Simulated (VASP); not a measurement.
# Al (Fm-3m) in VASP: notebook

The runs below take Al through single point, with PBE.

Program: VASP 6.6.1. These are calculated values, not measurements. Logs are shortened: lines on timing, memory, paths and dates and some standing lists are left out, and cuts for length are marked.

### 1 The cell of the first run

The structure is cubic, space group Fm-3m (No. 225). The conventional cell has a = 4.048 Å, b = 4.048 Å, c = 4.048 Å, α = 90.00°, β = 90.00°, γ = 90.00°. Al (site symmetry m-3m) has 12 Al at 2.86 Å within 3.8 Å.

### 2 Single point, PBE

The input, INCAR:

```
PREC     = Accurate       # precision mode
ENCUT    = 520            # plane-wave cutoff, eV
EDIFF    = 1E-6           # SCF threshold, eV
ISMEAR   = -1             # smearing method
SIGMA    = 0.05           # smearing width, eV
LREAL    = False          # projectors in reciprocal space
LASPH    = True           # aspherical terms in the spheres
NELM     = 80             # most SCF steps
ALGO     = Normal         # electronic algorithm
ISIF     = 2              # what is computed and relaxed
LWAVE    = False          # write WAVECAR
LCHARG   = False          # write CHGCAR
GGA      = PE             # functional
NBANDS   = 8              # bands
```

The input, KPOINTS:

```
regular mesh
0
Gamma
  14 14 14
```

The input, POSCAR:

```
Al
1.0
    0.0000000000      2.0239800000      2.0239800000
    2.0239800000      0.0000000000      2.0239800000
    2.0239800000      2.0239800000      0.0000000000
Al
1
Direct
    0.0000000000      0.0000000000      0.0000000000
```

Potentials or basis: VASP PAW PBE potentials, release 64 (Al).

On the command line:

```bash
$ cat potpaw_PBE.64/Al/POTCAR > POTCAR
$ mpirun -np 1 vasp_std > vasp.out
```

OUTCAR:

```text
PREC = Accurate
   ENCUT = 520
   EDIFF = 1E-6
   ISMEAR = -1
   LREAL = False
   LASPH = True
   NELM = 80
   ISIF = 2
   GGA = PE

 ion  position               nearest neighbor table
   1  0.000  0.000  0.000-

  LATTYP: Found a face centered cubic cell.
 ALAT       =     4.0479600000

  Lattice vectors:

 A1 = (   0.0000000000,   2.0239800000,   2.0239800000)
 A2 = (   2.0239800000,   0.0000000000,   2.0239800000)
 A3 = (   2.0239800000,   2.0239800000,   0.0000000000)

Analysis of symmetry for initial positions (statically):
=====================================================================
 Subroutine PRICEL returns:
 Original cell was already a primitive cell.

 Routine SETGRP: Setting up the symmetry group for a
 face centered cubic supercell.

 Subroutine GETGRP returns: Found 48 space group operations
 (whereof 48 operations were pure point group operations)
 out of a pool of 48 trial point group operations.

The static configuration has the point symmetry O_h .

Analysis of symmetry for dynamics (positions and initial velocities):
=====================================================================
 Subroutine PRICEL returns:
 Original cell was already a primitive cell.

 Routine SETGRP: Setting up the symmetry group for a
 face centered cubic supercell.

 Subroutine GETGRP returns: Found 48 space group operations
 (whereof 48 operations were pure point group operations)
 out of a pool of 48 trial point group operations.

The dynamic configuration has the point symmetry O_h .

 Subroutine INISYM returns: Found 48 space group operations
 (whereof 48 operations are pure point group operations),
 and found     1 'primitive' translations

----------------------------------------------------------------------------------------

                                     Primitive cell

  volume of cell :      16.5824

  direct lattice vectors                    reciprocal lattice vectors
     0.000000000  2.023980000  2.023980000    -0.247038014  0.247038014  0.247038014
     2.023980000  0.000000000  2.023980000     0.247038014 -0.247038014  0.247038014
     2.023980000  2.023980000  0.000000000     0.247038014  0.247038014 -0.247038014

  length of vectors
     2.862339966  2.862339966  2.862339966     0.427882392  0.427882392  0.427882392

  position of ions in fractional coordinates (direct lattice)
     0.000000000  0.000000000  0.000000000

  ion indices of the primitive-cell ions
   primitive index   ion index
                 1           1

----------------------------------------------------------------------------------------

 KPOINTS: regular mesh

Automatic generation of k-mesh.
 Grid dimensions read from file:
 generate k-points for:   14   14   14

 Generating k-lattice:

  Cartesian coordinates                     Fractional coordinates (reciprocal lattice)
    -0.017645572  0.017645572  0.017645572     0.071428571  0.000000000  0.000000000
     0.017645572 -0.017645572  0.017645572     0.000000000  0.071428571  0.000000000
     0.017645572  0.017645572 -0.017645572     0.000000000  0.000000000  0.071428571

  Length of vectors
     0.030563028  0.030563028  0.030563028

  Shift w.r.t. Gamma in fractional coordinates (k-lattice)
     0.000000000  0.000000000  0.000000000

 Subroutine IBZKPT returns following result:
 ===========================================

 Found    104 irreducible k-points:

 Following reciprocal coordinates:
            Coordinates               Weight
  0.000000  0.000000  0.000000      1.000000
  0.071429  0.000000  0.000000      8.000000
  0.142857  0.000000  0.000000      8.000000
  0.214286  0.000000  0.000000      8.000000
  0.285714  0.000000  0.000000      8.000000
  0.357143  0.000000  0.000000      8.000000
[... 16 lines left out ...]
  0.214286  0.142857  0.000000     24.000000
  0.285714  0.142857  0.000000     24.000000
 [... further k-points ...]
   k-points           NKPTS =    104   k-points in BZ     NKDIM =    104   number of bands    NBANDS=      8
   number of dos      NEDOS =    301   number of ions     NIONS =      1
   total plane-waves  NPLWV =  13824
   dimension x,y,z NGX =    24 NGY =   24 NGZ =   24
   dimension x,y,z NGXF=    48 NGYF=   48 NGZF=   48
   ions per type =               1
   NGX,Y,Z   is equivalent  to a cutoff of  13.94, 13.94, 13.94 a.u.
   NGXF,Y,Z  is equivalent  to a cutoff of  27.88, 27.88, 27.88 a.u.
 SYSTEM =  unknown system
   PREC   = accura    normal or accurate (medium, high low for compatibility)
   ISTART =      0    job   : 0-new  1-cont  2-samecut
   ICHARG =      2    charge: 1-file 2-atom 10-const
   ISPIN  =      1    spin polarized calculation?
   LNONCOLLINEAR =      F non collinear calculations
   LSORBIT =      F    spin-orbit coupling
   LASPH  =      T    aspherical Exc in radial PAW
   ENCUT  =  520.0 eV  38.22 Ry    6.18 a.u.   5.32  5.32  5.32*2*pi/ulx,y,z
   NELM   =     80;   NELMIN=  2; NELMDL= -5     # of ELM steps
   EDIFF  = 0.1E-05   stopping-criterion for ELM
   LREAL  =      F    real-space projection
   EDIFFG = 0.1E-04   stopping-criterion for IOM
   NSW    =      0    number of steps for IOM
   IBRION =     -1    ionic relax: 0-MD 1-quasi-New 2-CG
   NFREE  =      0    steps in history (QN), initial steepest desc. (CG)
   ISIF   =      2    stress and relaxation
   ISYM   =      2    0-nonsym 1-usesym 2-fastsym
   POTIM  = 0.5000    time-step for ionic-motion
   TEBEG  =    0.0;   TEEND  =   0.0 temperature during run
   PSTRESS=    0.0 pullay stress
   NELECT =       3.0000    total number of electrons
   NUPDOWN=      -1.0000    fix difference up-down
   EMIN   =  10.00;   EMAX   =-10.00  energy-range for DOS
   EFERMI =   0.00;   METHOD = LEGACY
   ISMEAR =    -1;   SIGMA  =   0.05  broadening in eV -4-tet -1-fermi 0-gaus
   EFERMI_NEDOS =   21; number of points for ismear=-14 and -15
   IALGO  =     38    algorithm
   IMIX   =      4    mixing-type and parameters
     AMIX     =   0.40;   BMIX     =  1.00
     AMIX_MAG =   1.60;   BMIX_MAG =  1.00
  volume/ion in A,a.u.               =      16.58       111.90
  Fermi-wavevector in a.u.,A,eV,Ry     =   0.925903  1.749704 11.664236  0.857297
  Thomas-Fermi vector in A             =   2.051808
   LORBIT       =      0    0 simple, 1 ext, 2 COOP (PROOUT), +10 PAW based schemes
   GGA     = PE    functional components
   LHFCALC =     F    Hartree Fock is set to
   AEXX    =    0.0000 exact exchange contribution
   IVDW    =     0    specifies the selected vdW correction
   LEPSILON=     F    determine dielectric tensor
   LRPA    =     F    only Hartree local field effects (RPA)
 non-spin polarized calculation
  energy-cutoff  :      520.00
  volume of cell :       16.58
 maximum number of plane-waves:       459
 NGX is ok and might be reduce to    24
   NGX = 11   NGY = 11   NGZ = 11

 number of electron       3.0000000 magnetization

 Free energy of the ion-electron system (eV)
  ---------------------------------------------------
  ext. energy  EPLUGINS =         0.00000000
  ---------------------------------------------------
  free energy    TOTEN  =        -3.73995674 eV

  energy without entropy =       -3.73574836  energy(sigma->0) =       -3.73785255

 E-fermi :   7.9193     XC(G=0): -10.1790

 val. band max:        7.9133501950   @ k =  -0.3571   0.4286   0.2143
 cond. band min:       7.9616680158   @ k =   0.5000   0.2857   0.0000
 fundamental gap:      0.0483178208
 Fermi energy:         7.9193230040

 k-point     1 :       0.0000    0.0000    0.0000
  band No.  band energies     occupation
      1      -3.1523      2.00000
      2      20.5392      0.00000
      3      20.5392      0.00000
      4      20.5392      0.00000
      5      21.9929      0.00000
      6      21.9929      0.00000
      7      21.9929      0.00000
      8      24.3774      0.00000

 k-point     2 :       0.0714    0.0000    0.0000
  band No.  band energies     occupation
      1      -3.0140      2.00000
      2      18.3982      0.00000
      3      20.0756      0.00000
      4      20.0756      0.00000
      5      22.6469      0.00000
      6      22.6694      0.00000
      7      22.6694      0.00000
      8      25.7676      0.00000

 k-point     3 :       0.1429    0.0000    0.0000
  band No.  band energies     occupation
      1      -2.6002      2.00000
      2      15.5199      0.00000
      3      19.4395      0.00000
      4      19.4395      0.00000
      5      22.5619      0.00000
      6      23.7923      0.00000
      7      23.7923      0.00000
      8      25.2954      0.00000

 k-point     4 :       0.2143    0.0000    0.0000
  band No.  band energies     occupation
      1      -1.9130      2.00000
      2      12.7171      0.00000
      3      18.9726      0.00000
      4      18.9726      0.00000
      5      22.3376      0.00000
      6      23.2968      0.00000
      7      23.2968      0.00000
      8      25.9237      0.00000

 k-point     5 :       0.2857    0.0000    0.0000
  band No.  band energies     occupation
      1      -0.9566      2.00000
      2      10.0844      0.00000
      3      18.7216      0.00000
      4      18.7216      0.00000
      5      22.0332      0.00000
      6      22.0332      0.00000
      7      22.2137      0.00000
      8      26.0197      0.00000

 k-point     6 :       0.3571    0.0000    0.0000
  band No.  band energies     occupation
      1       0.2640      2.00000
      2       7.6561      1.98971
      3      18.6974      0.00000
      4      18.6974      0.00000
      5      20.9182      0.00000
      6      20.9182      0.00000
      7      22.2782      0.00000
      8      24.8559      0.00000

 k-point     7 :       0.4286    0.0000    0.0000
  band No.  band energies     occupation
      1       1.7418      2.00000
      2       5.4505      2.00000
      3      18.9037      0.00000
      4      18.9037      0.00000
      5      20.0183      0.00000
      6      20.0183      0.00000
      7      22.5688      0.00000
      8      23.8732      0.00000
[... 133 lines left out ...]
 k-point    20 :      -0.1429    0.0714    0.0000
  band No.  band energies     occupation
      1      -2.2791      2.00000
      2      14.6222      0.00000
      3      17.1051      0.00000
      4      20.7448      0.00000
      5      22.6892      0.00000
      6      23.2496      0.00000
      7      23.8387      0.00000
      8      24.5128      0.00000

 k-point    21 :      -0.0714    0.0714    0.0000
  band No.  band energies     occupation
      1      -2.7840      2.00000
      2      17.1899      0.00000
      3      18.0166      0.00000
      4      20.8976      0.00000
      5      22.2108      0.00000
      6      23.1379      0.00000
      7      23.9362      0.00000
      8      24.9591      0.00000

 k-point    22 :       0.1429    0.1429    0.0000
  band No.  band energies     occupation
      1      -2.4166      2.00000
      2      17.4311      0.00000
      3      17.4311      0.00000
      4      17.6515      0.00000
      5      20.5657      0.00000
      6      21.6180      0.00000
      7      26.1333      0.00000
      8      26.1333      0.00000

 k-point    23 :       0.2143    0.1429    0.0000
  band No.  band energies     occupation
      1      -1.9130      2.00000
      2      14.8945      0.00000
      3      16.7718      0.00000
      4      18.0114      0.00000
      5      19.8177      0.00000
      6      20.8101      0.00000
      7      26.6393      0.00000
      8      26.9474      0.00000

 k-point    24 :       0.2857    0.1429    0.0000
  band No.  band energies     occupation
      1      -1.1383      2.00000
      2      12.2187      0.00000
      3      16.3469      0.00000
      4      17.8854      0.00000
      5      18.2917      0.00000
      6      22.1609      0.00000
      7      26.0749      0.00000
      8      26.6388      0.00000

 [... further k-points ...]

------------------------ aborting loop because EDIFF is reached ----------------------------------------

  FORCE on cell =-STRESS in cart. coord.  units (eV):
  Direction    XX          YY          ZZ          XY          YZ          ZX
  --------------------------------------------------------------------------------------
  -------------------------------------------------------------------------------------
  Total       -0.0669707     -0.0669707     -0.0669707     -0.0000000      0.0000000     -0.0000000
  in kB       -6.4706285     -6.4706285     -6.4706285     -0.0000000      0.0000000     -0.0000000
  external PRESSURE =      -6.4706285 kB  Pullay stress =       0.0000000 kB

 VOLUME and BASIS-vectors are now :
 -----------------------------------------------------------------------------
  energy-cutoff  :      520.00
  volume of cell :       16.58
      direct lattice vectors                 reciprocal lattice vectors
     0.000000000  2.023980000  2.023980000    -0.247038014  0.247038014  0.247038014
     2.023980000  0.000000000  2.023980000     0.247038014 -0.247038014  0.247038014
     2.023980000  2.023980000  0.000000000     0.247038014  0.247038014 -0.247038014

 POSITION                                       TOTAL-FORCE (eV/Angst)
 -----------------------------------------------------------------------------------
      0.00000      0.00000      0.00000         0.000000      0.000000      0.000000
 -----------------------------------------------------------------------------------
    total drift:                               -0.000000      0.000000     -0.000000

  FREE ENERGIE OF THE ION-ELECTRON SYSTEM (eV)
  ---------------------------------------------------
  free  energy   TOTEN  =        -3.7399567353 eV

  energy  without entropy=       -3.7357483626  energy(sigma->0) =       -3.73785255
```

Run time: 6.8 s. Hardware: 1 thread of Intel Xeon Platinum 8488C (Sapphire Rapids), shared host; peak memory 0.13 GiB.

Results:

```yaml
Free_energy: -3.7400 eV
Pressure: -0.6 GPa
```

(Continued in part 2 of 2.)
